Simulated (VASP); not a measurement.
Here is a VASP 6.6.1 calculation.

File INCAR:

```
SYSTEM = Si16Ge
ALGO = Normal ; EDIFF = 1E-7
ENCUT = 520 ; GGA = PS
ISIF = 2 ; ISMEAR = -1
LASPH = .True. ; LCHARG = .False.
LREAL = Auto ; LWAVE = .False.
NBANDS = 53 ; NELM = 80
PREC = Accurate ; SIGMA = 0.05
```

The input KPOINTS:

```
k-points
0
Gamma
  2 2 2
  0 0 0
```

Contents of POSCAR:

```
Si16Ge
1.0
    0.0000000000      5.4300000000      5.4300000000
    5.4300000000      0.0000000000      5.4300000000
    5.4300000000      5.4300000000      0.0000000000
Si Ge
16 1
Direct
   -0.0676713628      0.0231452118      0.0221279006
    0.1130064457      0.1151898711      0.1141703499
    0.0120806630     -0.0379865562      0.5128173112
    0.1130082873      0.1151885820      0.6573626151
    0.0120859116      0.5138337937     -0.0390037753
    0.1130024862      0.6583824125      0.1141717311
    0.0120848987      0.5138349908      0.5128138122
    0.2025610497      0.5997334254      0.5987179558
    0.4852046961     -0.0009288214     -0.0019310313
    0.5530203499      0.1495759669      0.1485678637
    0.4852064457     -0.0009287293      0.5173863720
    0.6391520258      0.1052940147      0.6276435543
    0.4852003683      0.5183972376     -0.0019322284
    0.6391586556      0.6286461326      0.1042853591
    0.5840889503      0.4725523020      0.4715454880
    0.6391573665      0.6286461326      0.6276430018
    1.0483355433      0.3178081031      0.3167937385
```

Potentials or basis: VASP PAW PBE potentials, release 64 (Si, Ge_d).

Run with:

```sh
$ cat potpaw_PBE.64/Si/POTCAR potpaw_PBE.64/Ge_d/POTCAR > POTCAR
$ mpirun -np 1 vasp_std > vasp.out
```

(1) Estimate the largest force.

(2) What does it give for the pressure?

(3) What does it give for the band gap on the k mesh?

Results:

(1) 0.044 eV/Å.

(2) 3.2 GPa.

(3) 0.15 eV.

Caveat: the k points lie up to 0.50 Å⁻¹ apart; the PAW data sets were made with another functional, which shifts forces and pressure a little.
